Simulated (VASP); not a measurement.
Ba:

```
Ba
1.0
     7.21025    0.00000    0.00000
    -3.60513    6.24426    0.00000
     0.00000    0.00000    8.76390
Ba
6
Direct
  0.60701 0.00000 0.25000
  0.00000 0.60701 0.25000
  0.39299 0.39299 0.25000
  0.39299 0.00000 0.75000
  0.00000 0.39299 0.75000
  0.60701 0.60701 0.75000
```

The cell was generated, and may not be a known phase.

```yaml
Program: VASP 6.6.1
Task: relaxation of cell and atoms
Functional: PBE
Potentials_or_basis: VASP PAW PBE potentials, release 64 (Ba_sv)
Cutoff: 600 eV
k_mesh: 3 × 3 × 2
Occupations: gaussian, width 0.1 eV
Spin: no spin polarisation
```

At the start: pressure 0.7 GPa; volume 65.76 Å³/atom.

Q: How do energy, volume and symmetry change on relaxing?

A: Over 15 steps the energy falls by 362.0 meV/atom and the volume is 61.43 Å³/atom (-6.6 %); space group P6_3/mcm (No. 193, to 0.1 Å) before, P6_3/mmc (No. 194, to 0.1 Å).

The path:
| step | energy change (eV) | largest force (eV/Å) | pressure (GPa) | volume (Å³) |
| --- | --- | --- | --- | --- |
| 1 | 0.0000 | 0.7063 | 0.66 | 394.57 |
| 2 | -0.8987 | 0.6097 | 0.00 | 408.71 |
| 3 | -1.3801 | 0.4929 | -0.39 | 421.05 |
| 4 | -1.4356 | 0.4645 | -0.50 | 425.09 |
| 5 | -1.5660 | 0.4621 | -0.31 | 409.60 |
| 6 | -1.8114 | 0.4376 | 0.41 | 365.31 |
| 7 | -1.2700 | 0.1409 | 3.58 | 286.23 |
| 8 | -1.8070 | 0.4297 | 0.81 | 350.73 |
| 9 | -1.9163 | 0.3556 | 0.70 | 352.09 |
| 10 | -2.1296 | 0.1330 | 0.35 | 356.09 |
| 11 | -1.9144 | 0.4874 | 0.36 | 363.87 |
| 12 | -2.1618 | 0.0109 | 0.26 | 358.09 |
| 13 | -2.1619 | 0.0206 | 0.25 | 358.24 |
| 14 | -2.1711 | 0.0045 | 0.08 | 364.70 |
| 15 | -2.1720 | 0.0209 | -0.02 | 368.61 |

Final structure:
```yaml
crystal:
  lattice:
    - [7.68896, 0.00000, 0.00000]
    - [-3.84448, 6.65883, 0.00000]
    - [0.00000, 0.00000, 7.19949]
  atoms:
    - { symbol: Ba, position: [0.66555, 0.00000, 0.25000] }
    - { symbol: Ba, position: [0.00000, 0.66555, 0.25000] }
    - { symbol: Ba, position: [0.33445, 0.33445, 0.25000] }
    - { symbol: Ba, position: [0.33445, 0.00000, 0.75000] }
    - { symbol: Ba, position: [0.00000, 0.33445, 0.75000] }
    - { symbol: Ba, position: [0.66555, 0.66555, 0.75000] }
```

Caveat: a cell axis changed by over 15 % at a fixed basis, so the end point is rough.
